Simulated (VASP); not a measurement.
Here is a VASP 6.6.1 calculation.

File INCAR:

```
SYSTEM = Si
PREC = Accurate
ENCUT = 520
EDIFF = 1E-6
ISMEAR = -1
SIGMA = 0.08
LREAL = .False.
LASPH = .True.
NELM = 100
ALGO = Normal
ISIF = 2
LWAVE = .False.
LCHARG = .False.
GGA = CA
NBANDS = 11
```

File KPOINTS:

```
regular mesh
0
Gamma
  11 11 11
  0 0 0
```

Contents of POSCAR:

```
Si
1.0
   -0.0543094000      2.6883153000      2.6883153000
    2.6883153000     -0.0543094000      2.6883153000
    2.6883153000      2.6883153000     -0.0543094000
Si
2
Direct
    0.5000000000      0.5000000000      0.5000000000
    0.7500000000      0.7500000000      0.7500000000
```

Potentials or basis: VASP PAW LDA potentials, release 64 (Si).

Launch:

```bash
$ cat potpaw_LDA.64/Si/POTCAR > POTCAR
$ mpirun -np 1 vasp_std > vasp.out
```

What does it give for the pressure?

-1.3 GPa.

Estimate the band gap on the k mesh.

0.42 eV, indirect (least direct gap 2.33 eV).

Predict the largest force.

0.359 eV/Å.

Forces in eV/Å, atoms in the order of the input:
```
Si  -0.207 -0.207 -0.207
Si   0.207  0.207  0.207
```

Caveat: the cell differs from its parent crystal (equal xy, yz and zx shear strains of -2 %). A k mesh can miss the band edges.
